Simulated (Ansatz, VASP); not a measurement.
VH2: VASP beside Ansatz

```
CELL_PARAMETERS angstrom
0.00000 2.13550 2.13550
2.13550 0.00000 2.13550
2.13550 2.13550 0.00000
ATOMIC_POSITIONS crystal
V 0.00000 0.00000 0.00000
H 0.25000 0.25000 0.25000
H 0.75000 0.75000 0.75000
```

Alike in both runs: functional LDA; k mesh 15 × 15 × 15; occupations fermi-dirac, width 0.05 eV; collinear spin.

Ansatz relaxed the structure, and its values are those at the end. VASP's run is a single point on that final structure, the one shown.

```csv
,VASP,Ansatz
version,VASP 6.6.1,Ansatz 0.2.0
potentials or method,"VASP PAW LDA potentials, release 64 (V_sv, H)","PAW with Ansatz's default frozen-core files, scalar-relativistic"
plane-wave cutoff (eV),520,420
valence electrons in the cell,15,15
```

|  | VASP | Ansatz | Ansatz less VASP |
| --- | --- | --- | --- |
| pressure (GPa) | -15.9 | -16.2 | -0.28 |
| net moment per atom (μB) | 0.00 | 0.00 | 0.000 |

LDA's correlation is that of Perdew and Zunger in VASP and of Perdew and Wang (1992) in Ansatz. Ansatz's warnings: seeded moment not kept, stress scf threshold loose.
